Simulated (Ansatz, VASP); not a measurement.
## One calculation of Al, two programs

File INCAR:

```
SYSTEM = Al
ALGO = Normal ; EDIFF = 1E-6
ENCUT = 520 ; GGA = PE
ISIF = 2 ; ISMEAR = 0
IVDW = 12 ; LASPH = .TRUE.
LCHARG = .FALSE. ; LREAL = .FALSE.
LWAVE = .FALSE. ; NBANDS = 8
NELM = 100 ; PREC = Accurate
SIGMA = 0.15
```

KPOINTS

```
k-points
0
G
  22 22 22
  0 0 0
```

POSCAR

```
Al
1.0
    0.0000000000      2.0823161467      1.5290447465
    2.0823161467      0.0000000000      1.5290447465
    2.0823161467      2.0823161467      0.0000000000
Al
1
Direct
    0.0000000000      0.0000000000      0.0000000000
```

Input for Ansatz:

```yaml
crystal:
  lattice:
    - [0.0, 2.0823161467, 1.5290447465]
    - [2.0823161467, 0.0, 1.5290447465]
    - [2.0823161467, 2.0823161467, 0.0]
  atoms:
    - { symbol: Al, position: [0.0, 0.0, 0.0] }
basis:
  ecutwfc: 420
kpoints:
  mp_grid: { grid: [22, 22, 22] }
hamiltonian:
  xc: pbe
  pseudopotentials: { kind: paw, azcp: { folder: soft_1 } }
  dispersion: d3bj
scf:
  occupations: { method: gaussian, width: 0.15 }
output:
  forces: true
  stress: true
  eigenvalues: true
```

Alike in both runs: task single point; functional PBE; dispersion D3(BJ); k mesh 22 × 22 × 22; occupations gaussian, width 0.15 eV; no spin polarisation.

|  | VASP | Ansatz |
| --- | --- | --- |
| version | VASP 6.6.1 | Ansatz 0.2.0 |
| potentials or method | VASP PAW PBE potentials, release 64 (Al), cutoff 520 eV | scalar-relativistic, plane waves, PAW |
| valence electrons in the cell | 3 | 3 |

|  | VASP | Ansatz | Ansatz less VASP |
| --- | --- | --- | --- |
| gap on the k mesh at the Fermi level (eV) | none | none | - |
| pressure (GPa) | 23.2 | 23.1 | -0.05 |
| traceless stress, the component that is largest in VASP (GPa) | 0.98 | 0.97 | -0.005 |

A gap of «none» marks a metal or a gap that the smearing closes.
